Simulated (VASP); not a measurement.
Here is a VASP 6.6.1 calculation.

The input INCAR:

```
SYSTEM = MgO
  PREC = Accurate
  ENCUT = 520
  EDIFF = 1E-7
  ISMEAR = 0
  SIGMA = 0.02
  LREAL = .False.
  LASPH = .True.
  NELM = 80
  ALGO = Normal
  ISIF = 2
  LWAVE = .False.
  LCHARG = .False.
  GGA = PE
  NBANDS = 11
```

Contents of KPOINTS:

```
Automatic mesh
0
Gamma
  12 12 10
  0 0 0
```

The input POSCAR:

```
MgO
1.0
    2.9952829308      0.0000000000      0.0000000000
   -1.4976414654      2.5939911096      0.0000000000
    0.0000000000      0.0000000000      2.9730781632
Mg O
1 1
Direct
    0.0000000000      0.0000000000      0.0000000000
    0.3333333300      0.6666666700      0.5000000000
```

Potentials or basis: VASP PAW PBE potentials, release 64 (Mg, O).

Command:

```console
$ cat potpaw_PBE.64/Mg/POTCAR potpaw_PBE.64/O/POTCAR > POTCAR
$ mpirun -np 1 vasp_std > vasp.out
```

**Question.** Predict the band gap on the k mesh.

**Answer.** 1.49 eV, indirect (least direct gap 1.78 eV).

**Question.** Estimate the pressure.

**Answer.** -15.8 GPa.

Stress tensor (GPa, compression positive):
```
 -2.88   0.00   0.00
  0.00  -2.88   0.00
  0.00   0.00 -41.78
```

Caveat: the cell differs from its parent crystal (strained). A k mesh can miss the band edges.
